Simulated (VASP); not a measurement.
# Cs (Fm-3m) in VASP: a series of runs

The runs below take Cs through relaxation of cell and atoms, single point, with PBEsol, r2SCAN+D4.

All numbers are computed with VASP 6.6.1; they aren't measurements. Logs are shortened: lines on timing, memory, paths and dates and some standing lists are left out, and cuts for length are marked.

**1. The cell of the first run**

It takes space group Fm-3m (No. 225, cubic). Conventional cell: a = 5.984 Å, b = 5.984 Å, c = 5.984 Å, α = 90.00°, β = 90.00°, γ = 90.00°. Cs (site symmetry m-3m) has 12 Cs at 4.23 Å within 5.6 Å.

This isn't the form of Cs at room conditions, which is bcc.

**2. Relaxation of cell and atoms, PBEsol**

INCAR reads:

```
SYSTEM = Cs
  PREC = Accurate
  ENCUT = 600
  EDIFF = 1E-7
  ISMEAR = 1
  SIGMA = 0.1
  LREAL = .False.
  LASPH = .True.
  NELM = 100
  ALGO = Normal
  ISIF = 3
  LWAVE = .False.
  LCHARG = .False.
  GGA = PS
  IBRION = 2
  NSW = 50
  EDIFFG = -0.01
```

KPOINTS reads:

```
Automatic mesh
0
Gamma
  6 6 6
  0 0 0
```

POSCAR reads:

```
Cs
1.0
    0.0000000000      2.9920000000      2.9920000000
    2.9920000000      0.0000000000      2.9920000000
    2.9920000000      2.9920000000      0.0000000000
Cs
1
Direct
    0.0000000000      0.0000000000      0.0000000000
```

Potentials or basis: VASP PAW PBE potentials, release 64 (Cs_sv).

Launch:

```sh
$ cat potpaw_PBE.64/Cs_sv/POTCAR > POTCAR
$ mpirun -np 1 vasp_std > vasp.out
```

OUTCAR:

```text
SYSTEM = Cs
   PREC = Accurate
   ENCUT = 600
   EDIFF = 1E-7
   ISMEAR = 1
   LREAL = .False.
   LASPH = .True.
   NELM = 100
   ISIF = 3
   GGA = PS
   IBRION = 2
   NSW = 50
   EDIFFG = -0.01

 ion  position               nearest neighbor table
   1  0.000  0.000  0.000-

  LATTYP: Found a face centered cubic cell.
 ALAT       =     5.9840000000

  Lattice vectors:

 A1 = (   0.0000000000,   2.9920000000,   2.9920000000)
 A2 = (   2.9920000000,   0.0000000000,   2.9920000000)
 A3 = (   2.9920000000,   2.9920000000,   0.0000000000)

Analysis of symmetry for initial positions (statically):
=====================================================================
 Subroutine PRICEL returns:
 Original cell was already a primitive cell.

 Routine SETGRP: Setting up the symmetry group for a
 face centered cubic supercell.

 Subroutine GETGRP returns: Found 48 space group operations
 (whereof 48 operations were pure point group operations)
 out of a pool of 48 trial point group operations.

The static configuration has the point symmetry O_h .

Analysis of symmetry for dynamics (positions and initial velocities):
=====================================================================
 Subroutine PRICEL returns:
 Original cell was already a primitive cell.

 Routine SETGRP: Setting up the symmetry group for a
 face centered cubic supercell.

 Subroutine GETGRP returns: Found 48 space group operations
 (whereof 48 operations were pure point group operations)
 out of a pool of 48 trial point group operations.

The dynamic configuration has the point symmetry O_h .

 Subroutine INISYM returns: Found 48 space group operations
 (whereof 48 operations are pure point group operations),
 and found     1 'primitive' translations

----------------------------------------------------------------------------------------

                                     Primitive cell

  volume of cell :      53.5692

  direct lattice vectors                    reciprocal lattice vectors
     0.000000000  2.992000000  2.992000000    -0.167112299  0.167112299  0.167112299
     2.992000000  0.000000000  2.992000000     0.167112299 -0.167112299  0.167112299
     2.992000000  2.992000000  0.000000000     0.167112299  0.167112299 -0.167112299

  length of vectors
     4.231326979  4.231326979  4.231326979     0.289446993  0.289446993  0.289446993

  position of ions in fractional coordinates (direct lattice)
     0.000000000  0.000000000  0.000000000

  ion indices of the primitive-cell ions
   primitive index   ion index
                 1           1

----------------------------------------------------------------------------------------

 KPOINTS: Automatic mesh

Automatic generation of k-mesh.
 Grid dimensions read from file:
 generate k-points for:    6    6    6

 Generating k-lattice:

  Cartesian coordinates                     Fractional coordinates (reciprocal lattice)
    -0.027852050  0.027852050  0.027852050     0.166666667  0.000000000  0.000000000
     0.027852050 -0.027852050  0.027852050     0.000000000  0.166666667  0.000000000
     0.027852050  0.027852050 -0.027852050     0.000000000  0.000000000  0.166666667

  Length of vectors
     0.048241166  0.048241166  0.048241166

  Shift w.r.t. Gamma in fractional coordinates (k-lattice)
     0.000000000  0.000000000  0.000000000

 Subroutine IBZKPT returns following result:
 ===========================================

 Found     16 irreducible k-points:

 Following reciprocal coordinates:
            Coordinates               Weight
  0.000000  0.000000  0.000000      1.000000
  0.166667  0.000000  0.000000      8.000000
  0.333333  0.000000  0.000000      8.000000
  0.500000  0.000000  0.000000      4.000000
  0.166667  0.166667  0.000000      6.000000
  0.333333  0.166667  0.000000     24.000000
[... 8 lines left out ...]
 -0.333333  0.333333  0.166667     24.000000
 -0.333333  0.500000  0.166667     12.000000
   k-points           NKPTS =     16   k-points in BZ     NKDIM =     16   number of bands    NBANDS=      8
   number of dos      NEDOS =    301   number of ions     NIONS =      1
   total plane-waves  NPLWV =  46656
   dimension x,y,z NGX =    36 NGY =   36 NGZ =   36
   dimension x,y,z NGXF=    72 NGYF=   72 NGZF=   72
   ions per type =               1
   NGX,Y,Z   is equivalent  to a cutoff of  14.14, 14.14, 14.14 a.u.
   NGXF,Y,Z  is equivalent  to a cutoff of  28.29, 28.29, 28.29 a.u.
 SYSTEM =  Cs
   PREC   = accura    normal or accurate (medium, high low for compatibility)
   ISTART =      0    job   : 0-new  1-cont  2-samecut
   ICHARG =      2    charge: 1-file 2-atom 10-const
   ISPIN  =      1    spin polarized calculation?
   LNONCOLLINEAR =      F non collinear calculations
   LSORBIT =      F    spin-orbit coupling
   LASPH  =      T    aspherical Exc in radial PAW
   ENCUT  =  600.0 eV  44.10 Ry    6.64 a.u.   8.45  8.45  8.45*2*pi/ulx,y,z
   NELM   =    100;   NELMIN=  2; NELMDL= -5     # of ELM steps
   EDIFF  = 0.1E-06   stopping-criterion for ELM
   LREAL  =      F    real-space projection
   EDIFFG = -.1E-01   stopping-criterion for IOM
   NSW    =     50    number of steps for IOM
   IBRION =      2    ionic relax: 0-MD 1-quasi-New 2-CG
   NFREE  =      1    steps in history (QN), initial steepest desc. (CG)
   ISIF   =      3    stress and relaxation
   ISYM   =      2    0-nonsym 1-usesym 2-fastsym
   POTIM  = 0.5000    time-step for ionic-motion
   TEBEG  =    0.0;   TEEND  =   0.0 temperature during run
   PSTRESS=    0.0 pullay stress
   NELECT =       9.0000    total number of electrons
   NUPDOWN=      -1.0000    fix difference up-down
   EMIN   =  10.00;   EMAX   =-10.00  energy-range for DOS
   EFERMI =   0.00;   METHOD = LEGACY
   ISMEAR =     1;   SIGMA  =   0.10  broadening in eV -4-tet -1-fermi 0-gaus
   EFERMI_NEDOS =   21; number of points for ismear=-14 and -15
   IALGO  =     38    algorithm
   IMIX   =      4    mixing-type and parameters
     AMIX     =   0.40;   BMIX     =  1.00
     AMIX_MAG =   1.60;   BMIX_MAG =  1.00
  volume/ion in A,a.u.               =      53.57       361.50
  Fermi-wavevector in a.u.,A,eV,Ry     =   0.903339  1.707063 11.102644  0.816021
  Thomas-Fermi vector in A             =   2.026652
   LORBIT       =      0    0 simple, 1 ext, 2 COOP (PROOUT), +10 PAW based schemes
   GGA     = PS    functional components
   LHFCALC =     F    Hartree Fock is set to
   AEXX    =    0.0000 exact exchange contribution
   IVDW    =     0    specifies the selected vdW correction
   LEPSILON=     F    determine dielectric tensor
   LRPA    =     F    only Hartree local field effects (RPA)
 conjugate gradient relaxation of ions
 non-spin polarized calculation
 Methfessel and Paxton  Order N= 1 SIGMA  =   0.10
  energy-cutoff  :      600.00
  volume of cell :       53.57
 maximum number of plane-waves:      1820
 NGX is ok and might be reduce to    36
   NGX = 17   NGY = 17   NGZ = 17

--------------------------------------- Ionic step        1  -------------------------------------------

 number of electron       9.0000000 magnetization

 Free energy of the ion-electron system (eV)
  ---------------------------------------------------
  ext. energy  EPLUGINS =         0.00000000
  ---------------------------------------------------
  free energy    TOTEN  =        -0.53495923 eV

  energy without entropy =       -0.53541061  energy(sigma->0) =       -0.53510969

------------------------ aborting loop because EDIFF is reached ----------------------------------------

  FORCE on cell =-STRESS in cart. coord.  units (eV):
  Direction    XX          YY          ZZ          XY          YZ          ZX
  --------------------------------------------------------------------------------------
  -------------------------------------------------------------------------------------
  Total        1.0682570      1.0682570      1.0682570      0.0000000      0.0000000     -0.0000000
  in kB       31.9500520     31.9500520     31.9500520      0.0000000      0.0000000     -0.0000000
  external PRESSURE =      31.9500520 kB  Pullay stress =       0.0000000 kB

 VOLUME and BASIS-vectors are now :
 -----------------------------------------------------------------------------
  energy-cutoff  :      600.00
  volume of cell :       53.57
      direct lattice vectors                 reciprocal lattice vectors
     0.000000000  2.992000000  2.992000000    -0.167112299  0.167112299  0.167112299
     2.992000000  0.000000000  2.992000000     0.167112299 -0.167112299  0.167112299
     2.992000000  2.992000000  0.000000000     0.167112299  0.167112299 -0.167112299
[... 106 lines left out ...]
 POSITION                                       TOTAL-FORCE (eV/Angst)
 -----------------------------------------------------------------------------------
      0.00000      3.83335      3.83335         0.000000     -0.000000     -0.000000
 -----------------------------------------------------------------------------------
    total drift:                               -0.000000     -0.000000      0.000000

  FREE ENERGIE OF THE ION-ELECTRON SYSTEM (eV)
  ---------------------------------------------------
  free  energy   TOTEN  =        -0.9252304518 eV

  energy  without entropy=       -0.9248446131  energy(sigma->0) =       -0.92510184

--------------------------------------- Ionic step        5  -------------------------------------------

 number of electron       8.9999999 magnetization

 Free energy of the ion-electron system (eV)
  ---------------------------------------------------
  ext. energy  EPLUGINS =         0.00000000
  ---------------------------------------------------
  free energy    TOTEN  =        -0.92566465 eV

  energy without entropy =       -0.92526864  energy(sigma->0) =       -0.92553265

 E-fermi :   0.4429     XC(G=0):  -5.5868

 val. band max:        0.4266819176   @ k =   0.5000   0.0000   0.0000
 cond. band min:       0.5766665366   @ k =   0.5000   0.1667   0.0000
 fundamental gap:      0.1499846190
 Fermi energy:         0.4428896124

 k-point     1 :       0.0000    0.0000    0.0000
  band No.  band energies     occupation
      1     -23.3393      2.00000
      2     -10.0550      2.00000
      3     -10.0550      2.00000
      4     -10.0550      2.00000
      5      -1.2520      2.00000
      6       2.9556      0.00000
      7       2.9556      0.00000
      8       2.9556      0.00000

 k-point     2 :       0.1667    0.0000    0.0000
  band No.  band energies     occupation
      1     -23.3374      2.00000
      2     -10.0958      2.00000
      3     -10.0604      2.00000
      4     -10.0604      2.00000
      5      -0.9556      2.00000
      6       2.4781      0.00000
      7       3.0602      0.00000
      8       3.0602      0.00000
[... 174 lines left out ...]
 POSITION                                       TOTAL-FORCE (eV/Angst)
 -----------------------------------------------------------------------------------
      0.00000      0.00000      0.00000        -0.000000      0.000000     -0.000000
 -----------------------------------------------------------------------------------
    total drift:                               -0.000000      0.000000      0.000000

  FREE ENERGIE OF THE ION-ELECTRON SYSTEM (eV)
  ---------------------------------------------------
  free  energy   TOTEN  =        -0.9256646466 eV

  energy  without entropy=       -0.9252686431  energy(sigma->0) =       -0.92553265

 reached required accuracy - stopping structural energy minimisation
```

Run time: 45 s. Hardware: 1 thread of Intel Xeon Platinum 8375C at 2.90GHz (Ice Lake), shared host; peak memory 0.2 GiB.

What came out:

```
Free energy                           : -0.9257 eV
Relaxed volume                        : 110.29 Å³/atom
Relaxed cell                          : a = 5.383 Å, b = 5.383 Å, c = 5.383 Å, α = 60.00°, β = 60.00°, γ = 60.00°
Space group after relaxing (to 0.1 Å) : Fm-3m (No. 225)
Energy gained by relaxing             : 390.7 meV/atom
Ionic steps                           : 5
Pressure after relaxing               : 0.0 GPa
Band gap on the k mesh                : zero (an odd number of electrons rules out a gap without spin polarisation)
```

The path:
| step | energy change (eV) | largest force (eV/Å) | pressure (GPa) | volume (Å³) |
| --- | --- | --- | --- | --- |
| 1 | 0.0000 | 0.0000 | 3.20 | 53.57 |
| 2 | -0.1387 | 0.0000 | 2.06 | 62.29 |
| 3 | -0.3710 | 0.0000 | 0.45 | 94.00 |
| 4 | -0.3903 | 0.0000 | -0.05 | 112.66 |
| 5 | -0.3907 | 0.0000 | -0.01 | 110.29 |

Final structure:
```
Cs
1.0
     0.00000    3.80633    3.80633
     3.80633    0.00000    3.80633
     3.80633    3.80633    0.00000
Cs
1
Direct
  0.00000 0.00000 0.00000
```

Levels at points of the mesh, in eV from the Fermi level:
```
           k point  band 3  band 4  band 5  band 6  band 7  band 8
(0.00, 0.00, 0.00)  -10.50  -10.50   -1.69    2.51    2.51    2.51
(0.50, 0.00, 0.00)  -10.52  -10.52   -0.02    0.84    2.37    2.37
(0.50, 0.50, 0.00)  -10.56  -10.56    0.28    1.05    1.53    4.18
```

Caveat: the volume moved by over 15 % at a fixed basis, so the end points are rough; the PAW data sets were made with another functional, which shifts forces and pressure a little; spin-orbit coupling is left out, which moves the levels of the heavy elements. Zero-point motion and thermal expansion aren't in these numbers.

**3. Single point, r2SCAN+D4**

This run uses another cell than the first one, of 123.86 Å³/atom.

POSCAR reads:

```
Cs
1.0
    0.0000000000      3.9564388081      3.9564388081
    3.9564388081      0.0000000000      3.9564388081
    3.9564388081      3.9564388081      0.0000000000
Cs
1
Direct
    0.0000000000      0.0000000000      0.0000000000
```

INCAR.step1 reads:

```
SYSTEM = Cs
  PREC = Accurate
  ENCUT = 520
  ISMEAR = 1
  SIGMA = 0.1
  LREAL = .FALSE.
  LASPH = .TRUE.
  NELM = 100
  NBANDS = 10
  GGA = PE
  ALGO = Normal
  EDIFF = 1E-4
  LWAVE = .TRUE.
  LCHARG = .FALSE.
```

INCAR.step2 reads:

```
SYSTEM = Cs
  PREC = Accurate
  ENCUT = 520
  EDIFF = 1E-6
  ISMEAR = 1
  SIGMA = 0.1
  LREAL = .FALSE.
  LASPH = .TRUE.
  NELM = 100
  ALGO = Normal
  ISIF = 2
  LWAVE = .FALSE.
  LCHARG = .FALSE.
  METAGGA = R2SCAN
  LMIXTAU = .TRUE.
  IVDW = 13
  VDW_S6 = 1.0
  VDW_S8 = 0.6018749
  VDW_A1 = 0.51559235
  VDW_A2 = 5.77342911
  NBANDS = 10
  ISTART = 1
```

KPOINTS reads:

```
regular mesh
0
G
  6 6 6
  0 0 0
```

Potentials or basis: VASP PAW PBE potentials, release 64 (Cs_sv).

Launch:

```sh
$ cat potpaw_PBE.64/Cs_sv/POTCAR > POTCAR
$ cp INCAR.step1 INCAR
$ mpirun -np 1 vasp_std > vasp.out
$ cp INCAR.step2 INCAR
$ mpirun -np 1 vasp_std > vasp.out
```

Run time: 2.1 min. Hardware: 1 thread of Intel Xeon Platinum 8375C at 2.90GHz (Ice Lake), shared host; peak memory 0.27 GiB.

The run converged. Its results:

```yaml
Free_energy: -25.0239 eV
Pressure: 0.0 GPa
Band_gap_on_the_k_mesh: zero (an odd number of electrons rules out a gap without spin polarisation)
Dispersion_energy_per_atom: -0.016 eV
```

Levels at points of the mesh, in eV from the Fermi level:
```tsv
k point	band 3	band 4	band 5	band 6	band 7	band 8
(0.00, 0.00, 0.00)	-11.15	-11.15	-1.66	2.77	2.77	2.77
(0.50, 0.00, 0.00)	-11.17	-11.17	0.13	0.67	2.60	2.60
(0.50, 0.50, 0.00)	-11.19	-11.19	0.39	1.25	1.39	4.18
```

Caveat: the PAW data sets were made with another functional, which shifts forces and pressure a little; spin-orbit coupling is left out, which moves the levels of the heavy elements.

**4. Relaxation of cell and atoms, r2SCAN+D4**

POSCAR reads:

```
Cs
1.0
    0.0000000000      2.9920000000      2.9920000000
    2.9920000000      0.0000000000      2.9920000000
    2.9920000000      2.9920000000      0.0000000000
Cs
1
Direct
    0.0000000000      0.0000000000      0.0000000000
```

INCAR.step1 reads:

```
PREC = Accurate
ENCUT = 600
ISMEAR = 1
SIGMA = 0.1
LREAL = False
LASPH = True
NELM = 80
GGA = PE
ALGO = Normal
EDIFF = 1E-4
LWAVE = True
LCHARG = False
```

INCAR.step2 reads:

```
PREC = Accurate
ENCUT = 600
EDIFF = 1E-6
ISMEAR = 1
SIGMA = 0.1
LREAL = False
LASPH = True
NELM = 80
ALGO = Normal
ISIF = 3
LWAVE = False
LCHARG = False
METAGGA = R2SCAN
LMIXTAU = True
IVDW = 13
VDW_S6 = 1.0
VDW_S8 = 0.6018749
VDW_A1 = 0.51559235
VDW_A2 = 5.77342911
IBRION = 2
NSW = 50
EDIFFG = -0.01
ISTART = 1
```

KPOINTS reads:

```
Automatic mesh
0
Gamma
  6 6 6
```

Launch:

```sh
$ cat potpaw_PBE.64/Cs_sv/POTCAR > POTCAR
$ cp INCAR.step1 INCAR
$ mpirun -np 1 vasp_std > vasp.out
$ cp INCAR.step2 INCAR
$ mpirun -np 1 vasp_std > vasp.out
```

Wall time 4.1 min (1 thread of Intel Xeon Platinum 8375C at 2.90GHz (Ice Lake), shared host); peak memory 0.21 GiB.

The run converged. Its results:

```
Free energy                           : -25.0138 eV
Relaxed volume                        : 121.79 Å³/atom
Relaxed cell                          : a = 5.564 Å, b = 5.564 Å, c = 5.564 Å, α = 60.00°, β = 60.00°, γ = 60.00°
Space group after relaxing (to 0.1 Å) : Fm-3m (No. 225)
Energy gained by relaxing             : 525.0 meV/atom
Ionic steps                           : 9
Pressure after relaxing               : 0.0 GPa
Band gap on the k mesh                : zero (an odd number of electrons rules out a gap without spin polarisation)
Dispersion energy per atom            : -0.017 eV
```

Step by step:
```csv
step,energy change (eV),largest force (eV/Å),pressure (GPa),volume (Å³)
1,0.0000,0.0000,4.11,53.57
2,-0.2031,0.0000,1.99,64.96
3,-0.3908,0.0000,1.30,83.78
4,-0.5211,0.0000,-0.15,131.68
5,-0.5250,0.0000,-0.02,123.57
6,-0.5250,0.0000,0.02,121.78
7,-0.5250,0.0000,0.02,121.78
8,-0.5250,0.0000,0.02,121.79
9,-0.5250,0.0000,0.01,121.79
```

Final structure:
```
Cs
1.0
     0.00000    3.93425    3.93425
     3.93425    0.00000    3.93425
     3.93425    3.93425    0.00000
Cs
1
Direct
  0.00000 0.00000 0.00000
```

Levels at points of the mesh, in eV from the Fermi level:
| k point | band 2 | band 3 | band 4 | band 5 | band 6 | band 7 | band 8 |
| --- | --- | --- | --- | --- | --- | --- | --- |
| (0.00, 0.00, 0.00) | -11.14 | -11.14 | -11.14 | -1.68 | 2.78 | 2.78 | 2.78 |
| (0.50, 0.00, 0.00) | -11.26 | -11.16 | -11.16 | 0.12 | 0.68 | 2.60 | 2.60 |
| (0.50, 0.50, 0.00) | -11.25 | -11.18 | -11.18 | 0.38 | 1.24 | 1.42 | 4.67 |

Caveat: the volume moved by over 15 % at a fixed basis, so the end points are rough; the PAW data sets were made with another functional, which shifts forces and pressure a little; spin-orbit coupling is left out, which moves the levels of the heavy elements. Zero-point motion and thermal expansion aren't in these numbers.

**5. The runs side by side**

```csv
task,level,cell,cutoff (eV),gap on the mesh (eV),pressure (GPa),relaxed volume (Å³/atom)
relaxation of cell and atoms,PBEsol,"relaxed from a = 4.231 Å, angles 60.0°, 1 atom",600,none,0.0,110.29
single point,r2SCAN+D4,"a = 5.595 Å, angles 60.0°, 1 atom",520,none,0.0,-
relaxation of cell and atoms,r2SCAN+D4,"relaxed from a = 4.231 Å, angles 60.0°, 1 atom",600,none,0.0,121.79
```

Alike in all rows: potentials or basis VASP PAW PBE potentials, release 64 (Cs_sv); no spin polarisation; k mesh 6 × 6 × 6; smearing methfessel-paxton 0.1 eV.

Caveats: the PAW data sets were made with another functional, which shifts forces and pressure a little; spin-orbit coupling is left out, which moves the levels of the heavy elements; the volume moved by over 15 % at a fixed basis, so the end points are rough (at least some runs).

Absolute energies hang on the potentials; compare differences alone.
